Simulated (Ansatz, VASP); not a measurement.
## BP: VASP beside Ansatz

The input INCAR:

```
ALGO = Normal
EDIFF = 1E-7
EDIFFG = -0.002
ENCUT = 500
GGA = PS
GGA_COMPAT = False
IBRION = 2
ISIF = 3
ISMEAR = 0
LASPH = True
LCHARG = False
LREAL = False
LWAVE = False
NELM = 120
NELMIN = 4
NSW = 100
PREC = Accurate
SIGMA = 0.02
```

KPOINTS

```
k-points
0
Gamma
  10 10 10
```

Contents of POSCAR:

```
BP
1.0
    0.0000000000      2.2600000000      2.2600000000
    2.2600000000      0.0000000000      2.2600000000
    2.2600000000      2.2600000000      0.0000000000
B P
1 1
Direct
    0.0000000000      0.0000000000      0.0000000000
    0.2500000000      0.2500000000      0.2500000000
```

Input for Ansatz:

```yaml
crystal:
  lattice:
    - [0.0, 2.26, 2.26]
    - [2.26, 0.0, 2.26]
    - [2.26, 2.26, 0.0]
  atoms:
    - { symbol: B, position: [0.0, 0.0, 0.0] }
    - { symbol: P, position: [0.25, 0.25, 0.25] }
basis:
  ecutwfc: 420
kpoints:
  mp_grid: { grid: [10, 10, 10] }
hamiltonian:
  xc: pbesol
  pseudopotentials: { kind: paw, azcp: { folder: soft_1 } }
scf:
  occupations: { method: gaussian, width: 0.02 }
output:
  forces: true
  stress: true
  eigenvalues: true
relax:
  adjacent_minimum: "off"
  f_tol: 0.002
  max_steps: 80
  cell: { stress_tol: 0.02 }
```

Alike in both runs: task relaxation of cell and atoms; functional PBEsol; k mesh 10 × 10 × 10; occupations gaussian, width 0.02 eV; no spin polarisation.

```csv
,VASP,Ansatz
version,VASP 6.6.1,Ansatz 0.2.0
potentials or method,"VASP PAW PBE potentials, release 64 (B, P), cutoff 500 eV","scalar-relativistic, plane waves, PAW"
valence electrons in the cell,8,8
```

```csv
,VASP,Ansatz,Ansatz less VASP
"gap on the k mesh at the Fermi level, each at its own relaxed structure (eV)",1.12,1.12,+0.003
relaxed volume (Å³/atom),11.55,11.54,-0.009
relaxed cell length with the largest relative difference (Å),3.197,3.196,-0.0008
```

VASP's potentials were made for PBE, not for PBEsol, and Ansatz warns of the same on its side.
